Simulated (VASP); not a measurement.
Input of a VASP 6.6.1 run:

File INCAR:

```
SYSTEM = Ca
ALGO = Fast
EDIFF = 1E-7
ENCUT = 520
GGA = PE
ISIF = 2
ISMEAR = -1
LASPH = .TRUE.
LCHARG = .TRUE.
LELF = .TRUE.
LREAL = .FALSE.
LVHAR = .TRUE.
LWAVE = .FALSE.
NBANDS = 11
NELM = 60
PREC = Accurate
SIGMA = 0.05
```

The input KPOINTS:

```
k-points
0
G
  7 7 7
  0 0 0
```

Contents of POSCAR:

```
Ca
1.0
    0.0000000000      2.7662580000      2.7942000000
    2.7662580000      0.0000000000      2.7942000000
    2.7662580000      2.7662580000      0.0000000000
Ca
1
Direct
    0.0000000000      0.0000000000      0.0000000000
```

Potentials or basis: VASP PAW PBE potentials, release 64 (Ca_sv).

The run is started by

```bash
$ cat potpaw_PBE.64/Ca_sv/POTCAR > POTCAR
$ mpirun -np 1 vasp_std > vasp.out
```

(1) Predict the band gap on the k mesh.

(2) Estimate the pressure.

Results:

(1) zero (band 5 reaches 2.01 eV, above the bottom of band 6 at 1.84 eV).

(2) -0.2 GPa.
